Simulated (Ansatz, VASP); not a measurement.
## SrAg2B2: VASP beside Ansatz

```
Sr Ag B
1.0
     4.10490    0.00000    0.00000
    -2.05245    3.55495    0.00000
     0.00000    0.00000    6.40550
Sr Ag B
1 2 2
Cartesian
  0.0000 0.0000 3.2027
  0.0000 2.3700 0.9281
  2.0525 1.1850 5.4773
  0.0000 2.3700 4.8546
  2.0525 1.1850 1.5509
```

Change from the starting cell: species swapped into the HoAl2Ge2 type (P-3m1, No. 164).

Alike in both runs: task relaxation of cell and atoms; functional PBE; k mesh 6 × 6 × 4; occupations gaussian, width 0.1 eV; no spin polarisation.

|  | VASP | Ansatz |
| --- | --- | --- |
| version | VASP 6.6.1 | Ansatz 0.2.0 |
| potentials or method | VASP PAW PBE potentials, release 64 (Sr_sv, Ag, B), cutoff 600 eV | scalar-relativistic, plane waves, PAW |
| valence electrons in the cell | 38 | 54 |

```csv
,VASP,Ansatz,Ansatz less VASP
"gap on the k mesh at the Fermi level, each at its own relaxed structure (eV)",none,none,-
relaxed volume (Å³/atom),17.97,17.93,-0.034
relaxed cell length with the largest relative difference (Å),6.930,6.912,-0.0186
```

A gap of «none» marks a metal or a gap that the smearing closes. VASP's potentials hold 38 valence electrons a cell and Ansatz's 54, so a difference there can come from the potentials and not from the codes.
